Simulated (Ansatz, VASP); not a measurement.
**MnO in VASP and in Ansatz**

INCAR

```
SYSTEM = MnO
AGGAC = 1.0
AGGAX = 1.0
ALDAC = 0.0
ALDAX = 1.0
ALGO = Normal
EDIFF = 1E-7
ENCUT = 520
GGA = B5
ISIF = 2
ISMEAR = 0
ISPIN = 2
LASPH = .True.
LCHARG = .False.
LMAXMIX = 4
LORBIT = 11
LREAL = .False.
LWAVE = .False.
MAGMOM = 4 -4 0 0
NBANDS = 31
NELM = 150
PREC = Accurate
SIGMA = 0.15
```

Contents of KPOINTS:

```
k-points
0
Gamma
  6 6 4
  0 0 0
```

POSCAR

```
MnO
1.0
    3.3717000000      0.0000000000      0.0000000000
   -1.6858500000      2.9199800000      0.0000000000
    0.0000000000      0.0000000000      5.3855000000
Mn O
2 2
Direct
    0.3333333333      0.6666666667      0.0109600000
    0.6666666667      0.3333333333      0.5109600000
    0.3333333333      0.6666666667      0.3754700000
    0.6666666667      0.3333333333      0.8754700000
```

Input for Ansatz:

```yaml
crystal:
  lattice:
    - [3.3717, 0.0, 0.0]
    - [-1.68585, 2.91998, 0.0]
    - [0.0, 0.0, 5.3855]
  atoms:
    - { symbol: Mn, position: [0.3333333333333333, 0.6666666666666666, 0.01096], spin: 4.0 }
    - { symbol: Mn, position: [0.6666666666666666, 0.3333333333333333, 0.51096], spin: -4.0 }
    - { symbol: O, position: [0.3333333333333333, 0.6666666666666666, 0.37547] }
    - { symbol: O, position: [0.6666666666666666, 0.3333333333333333, 0.87547] }
accuracy: low
kpoints:
  mp_grid:
    grid: [6, 6, 4]
hamiltonian:
  xc: blyp
  pseudopotentials:
    kind: paw
magnetization:
  spin_polarized: true
scf:
  n_extra_bands: 4
  mixing:
    algorithm: anderson
    beta: 0.6
    ndim: 4
  occupations:
    method: gaussian
    width: 0.15
output:
  forces: true
  stress: true
```

Alike in both runs: task single point; functional BLYP; k mesh 6 × 6 × 4; occupations gaussian, width 0.15 eV; collinear spin.

|  | VASP | Ansatz |
| --- | --- | --- |
| version | VASP 6.6.1 | Ansatz 0.2.0 |
| potentials or method | VASP PAW PBE potentials, release 64 (Mn_pv, O) | plane waves, PAW |
| plane-wave cutoff (eV) | 520 | 420 |
| valence electrons in the cell | 38 | 42 |

```tsv
	VASP	Ansatz	Ansatz less VASP
pressure (GPa)	3.6	3.3	-0.35
traceless stress, the component that is largest in VASP (GPa)	0.47	0.28	-0.190
rms of the force components (eV/Å)	0.052	0.039	-0.0127
net moment per atom (μB)	0.00	0.00	0.000
size of the moment on the site where the two differ most (μB)	4.19	3.68	-0.509
```

VASP's potentials were made for PBE, not for BLYP. Site moments also hang on the region over which each program counts them. Atom by atom the forces differ by 0.013 eV/Å (rms over components). VASP's potentials hold 38 valence electrons a cell and Ansatz's 42, so a difference there can come from the potentials and not from the codes. Ansatz's warnings: stability check not made.
